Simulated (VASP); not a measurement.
Set up this calculation in VASP 6.6.1, as the native input.

- Task: single point
- Functional: LDA
- Potentials or basis: VASP PAW LDA potentials, release 64 (Pt_sv_GW)
- Cutoff: 570 eV
- k mesh: 12 × 12 × 12
- Occupations: fermi-dirac, width 0.05 eV
- Spin: no spin polarisation
- Dipole correction: no
- Further INCAR settings: ALGO = Normal; EDIFF = 1e-06; NBANDS = 15

The structure of Pt lies in POSCAR:

```
Pt
1.0
   -1.5518799051      1.5518799051      1.5518799051
    1.5518799051     -1.5518799051      1.5518799051
    1.5518799051      1.5518799051     -1.5518799051
Pt
1
Direct
    0.0000000000      0.0000000000      0.0000000000
```

This isn't the form of Pt at room conditions, which is fcc.

One way to write it, as run:

INCAR

```
PREC = Accurate ; ENCUT = 570
EDIFF = 1E-6 ; ISMEAR = -1
SIGMA = 0.05 ; LREAL = F
LASPH = T ; NELM = 120
ALGO = Normal ; ISIF = 2
LWAVE = F ; LCHARG = F
NBANDS = 15 ; GGA_COMPAT = F
```

KPOINTS

```
regular mesh
0
Gamma
  12 12 12
```

Potentials or basis: VASP PAW LDA potentials, release 64 (Pt_sv_GW).

Launch:

```console
$ cat potpaw_LDA.64/Pt_sv_GW/POTCAR > POTCAR
$ mpirun -np 1 vasp_std > vasp.out
```

It gave:

| Quantity | Value |
| --- | --- |
| Pressure | -1.2 GPa |
| Band gap on the k mesh | zero (bands 9 and 10 overlap by 2.36 eV) |

Caveat: spin-orbit coupling is left out, which moves the levels of the heavy elements.

Run time: 20 s on 1 thread of Intel(R) Xeon(R) Platinum 8259CL CPU @ 2.50GHz (Skylake/Cascade Lake), on a shared host, peak memory 0.14 GiB.
